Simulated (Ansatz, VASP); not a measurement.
**Two plane-wave programs on PtS2**

```
Pt S
1.0
     3.55264    0.00000    0.00000
    -1.77632    3.07668    0.00000
     0.00000    0.00000    5.12271
Pt S
1 2
Direct
  0.00000 0.00000 0.00000
  0.33333 0.66667 0.23926
  0.66667 0.33333 0.76074
```

Alike in both runs: task single point; functional PBE; k mesh 6 × 6 × 4; occupations methfessel-paxton of order 1, width 0.2 eV; no spin polarisation.

```csv
,VASP,Ansatz
version,VASP 6.6.1,Ansatz 0.2.0
potentials or method,"VASP PAW PBE potentials, release 64 (Pt, S)",plane waves
plane-wave cutoff (eV),520,420
valence electrons in the cell,22,30
```

|  | VASP | Ansatz | Ansatz less VASP |
| --- | --- | --- | --- |
| pressure (GPa) | 3.2 | 3.7 | +0.45 |
| traceless stress, the component that is largest in VASP (GPa) | -0.87 | -0.99 | -0.123 |
| rms of the force components (eV/Å) | 0.013 | 0.031 | +0.0180 |

Atom by atom the forces differ by 0.018 eV/Å (rms over components). With one functional, cell and mesh, what is left measures potentials, basis and numerics. VASP's potentials hold 22 valence electrons a cell and Ansatz's 30, so a difference there can come from the potentials and not from the codes.

Neither program's run includes spin-orbit coupling.
